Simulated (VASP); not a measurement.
# CdInS2 (P-3m1) in VASP: further runs

CdInS2 is run at these levels: PBE; tasks: single point.

All numbers are computed with VASP 6.6.1; they aren't measurements. Logs are shortened: lines on timing, memory, paths and dates and some standing lists are left out, and cuts for length are marked.

## Step 1: The cell of the first run

Symmetry: P-3m1, No. 164, trigonal system. Conventional cell: a = 4.170 Å, b = 4.170 Å, c = 5.870 Å, α = 90.00°, β = 90.00°, γ = 120.00°. Within 3.6 Å of Cd (site symmetry -3m) lie 6 S at 2.69 Å and 2 In at 2.93 Å. In (site symmetry -3m) has 2 Cd at 2.93 Å and 6 S at 2.96 Å within 3.9 Å. Within 3.6 Å of S (site symmetry 3m) lie 3 Cd at 2.69 Å and 3 In at 2.96 Å and 3 S at 3.41 Å.

## Step 2: Single point, PBE

Contents of INCAR:

```
SYSTEM = CdInS2
  ALGO = Normal
  EDIFF = 1E-7
  ENCUT = 520
  GGA = PE
  ISIF = 2
  ISMEAR = 0
  LASPH = .TRUE.
  LCHARG = .TRUE.
  LELF = .TRUE.
  LREAL = .FALSE.
  LVHAR = .TRUE.
  LWAVE = .FALSE.
  NBANDS = 26
  NELM = 80
  PREC = Accurate
  SIGMA = 0.15
```

Contents of KPOINTS:

```
k-points
0
G
  12 12 6
  0 0 0
```

Contents of POSCAR:

```
CdInS2
1.0
    4.1697266610      0.0000000000      0.0000000000
   -2.0848633305      3.6110892153      0.0000000000
    0.0000000000      0.0000000000      5.8697242207
Cd In S
1 1 2
Direct
    0.0000000000      0.0000000000      0.0000000000
    0.0000000000      0.0000000000      0.5000000000
    0.6666666667      0.3333333333      0.7945164209
    0.3333333333      0.6666666667      0.2054835791
```

Potentials or basis: VASP PAW PBE potentials, release 64 (Cd, In_d, S).

On the command line:

```sh
$ cat potpaw_PBE.64/Cd/POTCAR potpaw_PBE.64/In_d/POTCAR potpaw_PBE.64/S/POTCAR > POTCAR
$ mpirun -np 1 vasp_std > vasp.out
```

OUTCAR:

```text
SYSTEM = CdInS2
   EDIFF = 1E-7
   ENCUT = 520
   GGA = PE
   ISIF = 2
   ISMEAR = 0
   LASPH = .TRUE.
   LREAL = .FALSE.
   NELM = 80
   PREC = Accurate

 ion  position               nearest neighbor table
   1  0.000  0.000  0.000-   3 2.69   4 2.69   3 2.69   4 2.69   3 2.69   4 2.69   2 2.93   2 2.93

   2  0.000  0.000  0.500-   1 2.93   1 2.93   4 2.96   3 2.96   3 2.96   4 2.96   3 2.96   4 2.96

   3  0.667  0.333  0.795-   1 2.69   1 2.69   1 2.69   2 2.96   2 2.96   2 2.96
   4  0.333  0.667  0.205-   1 2.69   1 2.69   1 2.69   2 2.96   2 2.96   2 2.96

  LATTYP: Found a hexagonal cell.
 ALAT       =     4.1697266610
 C/A-ratio  =     1.4077000000

  Lattice vectors:

 A1 = (   4.1697266610,   0.0000000000,   0.0000000000)
 A2 = (  -2.0848633305,   3.6110892153,   0.0000000000)
 A3 = (   0.0000000000,   0.0000000000,   5.8697242207)

Analysis of symmetry for initial positions (statically):
=====================================================================
 Subroutine PRICEL returns:
 Original cell was already a primitive cell.

 Routine SETGRP: Setting up the symmetry group for a
 hexagonal supercell.

 Subroutine GETGRP returns: Found 12 space group operations
 (whereof 12 operations were pure point group operations)
 out of a pool of 24 trial point group operations.

The static configuration has the point symmetry D_3d.

Analysis of symmetry for dynamics (positions and initial velocities):
=====================================================================
 Subroutine PRICEL returns:
 Original cell was already a primitive cell.

 Routine SETGRP: Setting up the symmetry group for a
 hexagonal supercell.

 Subroutine GETGRP returns: Found 12 space group operations
 (whereof 12 operations were pure point group operations)
 out of a pool of 24 trial point group operations.

The dynamic configuration has the point symmetry D_3d.

 Subroutine INISYM returns: Found 12 space group operations
 (whereof 12 operations are pure point group operations),
 and found     1 'primitive' translations

----------------------------------------------------------------------------------------

                                     Primitive cell

  volume of cell :      88.3819

  direct lattice vectors                    reciprocal lattice vectors
     4.169726661  0.000000000  0.000000000     0.239823874  0.138462378  0.000000000
    -2.084863331  3.611089215  0.000000000     0.000000000  0.276924756  0.000000000
     0.000000000  0.000000000  5.869724221     0.000000000  0.000000000  0.170365755

  length of vectors
     4.169726661  4.169726661  5.869724221     0.276924756  0.276924756  0.170365755

  position of ions in fractional coordinates (direct lattice)
     0.000000000  0.000000000  0.000000000
     0.000000000  0.000000000  0.500000000
     0.666666667  0.333333333  0.794516421
     0.333333333  0.666666667  0.205483579

  ion indices of the primitive-cell ions
   primitive index   ion index
                 1           1
                 2           2
                 3           3
                 4           4

----------------------------------------------------------------------------------------

 KPOINTS: k-points

Automatic generation of k-mesh.
 Grid dimensions read from file:
 generate k-points for:   12   12    6

 Generating k-lattice:

  Cartesian coordinates                     Fractional coordinates (reciprocal lattice)
     0.019985323  0.011538532  0.000000000     0.083333333  0.000000000  0.000000000
     0.000000000  0.023077063  0.000000000     0.000000000  0.083333333  0.000000000
     0.000000000  0.000000000  0.028394293     0.000000000  0.000000000  0.166666667

  Length of vectors
     0.023077063  0.023077063  0.028394293

  Shift w.r.t. Gamma in fractional coordinates (k-lattice)
     0.000000000  0.000000000  0.000000000

 Subroutine IBZKPT returns following result:
 ===========================================

 Found    100 irreducible k-points:

 Following reciprocal coordinates:
            Coordinates               Weight
  0.000000  0.000000  0.000000      1.000000
  0.083333  0.000000  0.000000      6.000000
  0.166667  0.000000  0.000000      6.000000
  0.250000  0.000000  0.000000      6.000000
  0.333333  0.000000  0.000000      6.000000
  0.416667  0.000000  0.000000      6.000000
[... 16 lines left out ...]
  0.166667  0.000000  0.166667      6.000000
  0.000000  0.166667  0.166667      6.000000
 [... further k-points ...]
   k-points           NKPTS =    100   k-points in BZ     NKDIM =    100   number of bands    NBANDS=     26
   number of dos      NEDOS =    301   number of ions     NIONS =      4
   total plane-waves  NPLWV =  49152
   dimension x,y,z NGX =    32 NGY =   32 NGZ =   48
   dimension x,y,z NGXF=    64 NGYF=   64 NGZF=   96
   ions per type =               1   1   2
   NGX,Y,Z   is equivalent  to a cutoff of  12.76, 12.76, 13.59 a.u.
   NGXF,Y,Z  is equivalent  to a cutoff of  25.52, 25.52, 27.19 a.u.
 SYSTEM =  CdInS2
   PREC   = accura    normal or accurate (medium, high low for compatibility)
   ISTART =      0    job   : 0-new  1-cont  2-samecut
   ICHARG =      2    charge: 1-file 2-atom 10-const
   ISPIN  =      1    spin polarized calculation?
   LNONCOLLINEAR =      F non collinear calculations
   LSORBIT =      F    spin-orbit coupling
   LASPH  =      T    aspherical Exc in radial PAW
   ENCUT  =  520.0 eV  38.22 Ry    6.18 a.u.   7.75  7.75 10.91*2*pi/ulx,y,z
   NELM   =     80;   NELMIN=  2; NELMDL= -5     # of ELM steps
   EDIFF  = 0.1E-06   stopping-criterion for ELM
   LREAL  =      F    real-space projection
   EDIFFG = 0.1E-05   stopping-criterion for IOM
   NSW    =      0    number of steps for IOM
   IBRION =     -1    ionic relax: 0-MD 1-quasi-New 2-CG
   NFREE  =      0    steps in history (QN), initial steepest desc. (CG)
   ISIF   =      2    stress and relaxation
   ISYM   =      2    0-nonsym 1-usesym 2-fastsym
   POTIM  = 0.5000    time-step for ionic-motion
   TEBEG  =    0.0;   TEEND  =   0.0 temperature during run
   PSTRESS=    0.0 pullay stress
   NELECT =      37.0000    total number of electrons
   NUPDOWN=      -1.0000    fix difference up-down
   EMIN   =  10.00;   EMAX   =-10.00  energy-range for DOS
   EFERMI =   0.00;   METHOD = LEGACY
   ISMEAR =     0;   SIGMA  =   0.15  broadening in eV -4-tet -1-fermi 0-gaus
   EFERMI_NEDOS =   21; number of points for ismear=-14 and -15
   IALGO  =     38    algorithm
   IMIX   =      4    mixing-type and parameters
     AMIX     =   0.40;   BMIX     =  1.00
     AMIX_MAG =   1.60;   BMIX_MAG =  1.00
  volume/ion in A,a.u.               =      22.10       149.11
  Fermi-wavevector in a.u.,A,eV,Ry     =   1.224675  2.314300 20.406415  1.499829
  Thomas-Fermi vector in A             =   2.359741
   LORBIT       =      0    0 simple, 1 ext, 2 COOP (PROOUT), +10 PAW based schemes
   GGA     = PE    functional components
   LHFCALC =     F    Hartree Fock is set to
   AEXX    =    0.0000 exact exchange contribution
   IVDW    =     0    specifies the selected vdW correction
   LEPSILON=     F    determine dielectric tensor
   LRPA    =     F    only Hartree local field effects (RPA)
 non-spin polarized calculation
 Gauss-broadening in eV      SIGMA  =   0.15
  energy-cutoff  :      520.00
  volume of cell :       88.38
 maximum number of plane-waves:      2403
 NGX is ok and might be reduce to    32

 number of electron      37.0000000 magnetization

 Free energy of the ion-electron system (eV)
  ---------------------------------------------------
  ext. energy  EPLUGINS =         0.00000000
  ---------------------------------------------------
  free energy    TOTEN  =       -12.28291513 eV

  energy without entropy =      -12.26342427  energy(sigma->0) =      -12.27316970

 E-fermi :   5.0425     XC(G=0): -10.0184

 val. band max:        5.0243732827   @ k =   0.2500   0.1667   0.3333
 cond. band min:       5.0476456709   @ k =   0.4167   0.1667   0.3333
 fundamental gap:      0.0232723882
 Fermi energy:         5.0425169334

 k-point     1 :       0.0000    0.0000    0.0000
  band No.  band energies     occupation
      1      -9.6531      2.00000
      2      -9.5283      2.00000
      3      -9.5283      2.00000
      4      -9.4779      2.00000
      5      -9.4779      2.00000
      6      -8.7477      2.00000
[... 18 lines left out ...]
     25      11.3973      0.00000
     26      12.8020      0.00000

 k-point     2 :       0.0833    0.0000    0.0000
  band No.  band energies     occupation
      1      -9.6507      2.00000
      2      -9.5391      2.00000
      3      -9.5287      2.00000
      4      -9.4791      2.00000
      5      -9.4749      2.00000
      6      -8.7022      2.00000
[... 18 lines left out ...]
     25      11.5086      0.00000
     26      11.9156      0.00000

 k-point     3 :       0.1667    0.0000    0.0000
  band No.  band energies     occupation
      1      -9.6447      2.00000
      2      -9.5692      2.00000
      3      -9.5299      2.00000
      4      -9.4820      2.00000
      5      -9.4666      2.00000
      6      -8.5696      2.00000
[... 18 lines left out ...]
     25      11.1685      0.00000
     26      11.8513      0.00000

 k-point     4 :       0.2500    0.0000    0.0000
  band No.  band energies     occupation
      1      -9.6372      2.00000
      2      -9.6101      2.00000
      3      -9.5319      2.00000
      4      -9.4852      2.00000
      5      -9.4548      2.00000
      6      -8.3641      2.00000
[... 18 lines left out ...]
     25      11.1787      0.00000
     26      12.2743      0.00000
[... 496 lines left out ...]
      1      -9.6393      2.00000
      2      -9.5388      2.00000
      3      -9.5274      2.00000
      4      -9.4790      2.00000
      5      -9.4748      2.00000
      6      -8.6508      2.00000
[... 18 lines left out ...]
     25      10.9328      0.00000
     26      12.3868      0.00000

 k-point    23 :       0.1667    0.0000    0.1667
  band No.  band energies     occupation
      1      -9.6344      2.00000
      2      -9.5734      2.00000
      3      -9.5287      2.00000
      4      -9.4819      2.00000
      5      -9.4665      2.00000
      6      -8.5033      2.00000
[... 18 lines left out ...]
     25      11.4420      0.00000
     26      11.8277      0.00000

 k-point    24 :       0.0000    0.1667    0.1667
  band No.  band energies     occupation
      1      -9.6340      2.00000
      2      -9.5689      2.00000
      3      -9.5286      2.00000
      4      -9.4816      2.00000
      5      -9.4665      2.00000
      6      -8.5230      2.00000
[... 18 lines left out ...]
     25      11.2518      0.00000
     26      11.6434      0.00000

 [... further k-points ...]

------------------------ aborting loop because EDIFF is reached ----------------------------------------

  FORCE on cell =-STRESS in cart. coord.  units (eV):
  Direction    XX          YY          ZZ          XY          YZ          ZX
  --------------------------------------------------------------------------------------
  -------------------------------------------------------------------------------------
  Total       -0.0076797     -0.0076797      6.5069884      0.0000000      0.0000000      0.0000000
  in kB       -0.1392162     -0.1392162    117.9579217      0.0000000      0.0000000      0.0000000
  external PRESSURE =      39.2264964 kB  Pullay stress =       0.0000000 kB

 VOLUME and BASIS-vectors are now :
 -----------------------------------------------------------------------------
  energy-cutoff  :      520.00
  volume of cell :       88.38
      direct lattice vectors                 reciprocal lattice vectors
     4.169726661  0.000000000  0.000000000     0.239823874  0.138462378  0.000000000
    -2.084863331  3.611089215  0.000000000     0.000000000  0.276924756  0.000000000
     0.000000000  0.000000000  5.869724221     0.000000000  0.000000000  0.170365755

 POSITION                                       TOTAL-FORCE (eV/Angst)
 -----------------------------------------------------------------------------------
      0.00000      0.00000      0.00000         0.000000      0.000000      0.000000
      0.00000      0.00000      2.93486         0.000000      0.000000      0.000000
      2.08486      1.20370      4.66359        -0.000000      0.000000     -0.989123
     -0.00000      2.40739      1.20613         0.000000      0.000000      0.989123
 -----------------------------------------------------------------------------------
    total drift:                               -0.000000      0.000000      0.000000

  FREE ENERGIE OF THE ION-ELECTRON SYSTEM (eV)
  ---------------------------------------------------
  free  energy   TOTEN  =       -12.2829151320 eV

  energy  without entropy=      -12.2634242705  energy(sigma->0) =      -12.27316970
```

Run time: 2.8 min. Hardware: 1 thread of Intel Xeon Platinum 8259CL at 2.50GHz (Skylake/Cascade Lake), shared host; peak memory 0.38 GiB.

What came out:

```
Free energy            : -12.2829 eV
Pressure               : 3.9 GPa
Largest force          : 0.989 eV/Å
Band gap on the k mesh : zero (an odd number of electrons rules out a gap without spin polarisation)
```

Forces in eV/Å, atoms in the order of the input:
```
Cd   0.000  0.000  0.000
In   0.000  0.000  0.000
S    0.000  0.000 -0.989
S    0.000  0.000  0.989
```

Levels at points of the mesh, in eV from the Fermi level:
```tsv
k point	band 17	band 18	band 19	band 20	band 21	band 22
(0.00, 0.00, 0.00)	-1.74	-1.74	-1.59	1.08	4.08	4.08
(0.50, 0.00, 0.00)	-2.88	-1.25	0.37	1.70	1.86	3.73
(0.00, 0.00, 0.50)	-1.82	-1.82	0.42	0.53	4.07	4.07
(0.50, 0.00, 0.50)	-2.35	-2.08	-0.42	1.53	3.84	4.95
```

Caveat: the stress differs along the axes, from -0 to 12 GPa; spin-orbit coupling is left out, which moves the levels of the heavy elements.

## Step 3: Single point, PBE

This run uses another cell than the first one, of the same volume but with other edges.

Contents of INCAR:

```
SYSTEM = CdInS2
PREC = Accurate
ENCUT = 520
EDIFF = 1E-6
ISMEAR = 0
SIGMA = 0.15
LREAL = .FALSE.
LASPH = .TRUE.
NELM = 80
ALGO = Normal
ISIF = 2
LWAVE = .FALSE.
LCHARG = .FALSE.
GGA = PE
NBANDS = 26
```

Contents of KPOINTS:

```
regular mesh
0
G
  12 12 6
  0 0 0
```

Contents of POSCAR:

```
CdInS2
1.0
    4.0863836495      0.0000000000      0.0000000000
   -2.0431918247      3.5389120501      0.0000000000
    0.0000000000      0.0000000000      6.1115953862
Cd In S
1 1 2
Direct
    0.0000000000      0.0000000000      0.0000000000
    0.0000000000      0.0000000000      0.5000000000
    0.6666666667      0.3333333333      0.7334099066
    0.3333333333      0.6666666667      0.2665900934
```

Potentials or basis: VASP PAW PBE potentials, release 64 (Cd, In_d, S).

On the command line:

```sh
$ cat potpaw_PBE.64/Cd/POTCAR potpaw_PBE.64/In_d/POTCAR potpaw_PBE.64/S/POTCAR > POTCAR
$ mpirun -np 1 vasp_std > vasp.out
```

It took 3 min on 1 thread of Intel Xeon Platinum 8259CL at 2.50GHz (Skylake/Cascade Lake), shared host; peak memory 0.36 GiB.

Results (log left out):

```yaml
Free_energy: -12.5891 eV
Pressure: 2.2 GPa
Largest_force: 0.724 eV/Å
Band_gap_on_the_k_mesh: zero (an odd number of electrons rules out a gap without spin polarisation)
```

Forces on the atoms (eV/Å):
```
Cd   0.000  0.000  0.000
In   0.000  0.000  0.000
S    0.000  0.000  0.724
S    0.000  0.000 -0.724
```

Stress tensor (GPa, compression positive):
```
-1.52  0.00  0.00
 0.00 -1.52  0.00
 0.00  0.00  9.59
```

Levels at points of the mesh, in eV from the Fermi level:
```
           k point  band 15  band 16  band 17  band 18  band 19  band 20  band 21  band 22  band 23  band 24
(0.00, 0.00, 0.00)    -2.92    -2.46    -2.42    -2.42    -2.12     0.41     3.60     3.60     4.05     6.29
(0.50, 0.00, 0.00)    -4.43    -4.28    -3.33    -2.16    -0.01     1.10     1.38     3.59     5.25     5.84
(0.00, 0.00, 0.50)    -2.67    -2.67    -2.59    -2.59    -0.38     0.36     3.64     3.64     4.27     4.64
(0.50, 0.00, 0.50)    -3.61    -3.10    -3.09    -3.06    -0.32     0.17     3.86     3.99     5.39     5.73
```

Caveat: the stress differs along the axes, from -2 to 10 GPa; spin-orbit coupling is left out, which moves the levels of the heavy elements.

The gap in the log of VASP goes by the Fermi energy; the results here count the filled bands.